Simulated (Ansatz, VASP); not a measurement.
**NiPt2: VASP beside Ansatz**

```
Ni Pt
1.0
     5.08630    0.00000    0.00000
     0.00000    5.08630    0.00000
     0.00000    0.00000    5.08630
Ni Pt
2 4
Cartesian
  0.0000 0.0000 0.0000
  2.5431 2.5431 2.5431
  1.2716 1.2716 1.2716
  1.2716 3.8147 3.8147
  3.8147 3.8147 1.2716
  3.8147 1.2716 3.8147
```

Alike in both runs: functional r2SCAN; k mesh 8 × 8 × 8; occupations gaussian, width 0.1 eV; no spin polarisation.

Ansatz relaxed the structure, and its values are those at the end. VASP's run is a single point on that final structure, the one shown.

```csv
,VASP,Ansatz
version,VASP 6.6.1,Ansatz 0.2.0
potentials or method,"VASP PAW PBE potentials, release 64 (Ni, Pt), cutoff 520 eV","scalar-relativistic, plane waves, PAW"
valence electrons in the cell,60,108
```

Ansatz gave:

```
gap on the k mesh at the Fermi level (eV) : none
pressure (GPa)                            : 0.0
```

Which values does VASP return?

gap on the k mesh at the Fermi level (eV): none; pressure (GPa): -0.1.

VASP's potentials were made for PBE, not for r2SCAN. A gap of «none» marks a metal or a gap that the smearing closes. With one functional, cell and mesh, what is left measures potentials, basis and numerics. VASP's potentials hold 60 valence electrons a cell and Ansatz's 108, so a difference there can come from the potentials and not from the codes.

Spin-orbit coupling is off throughout.
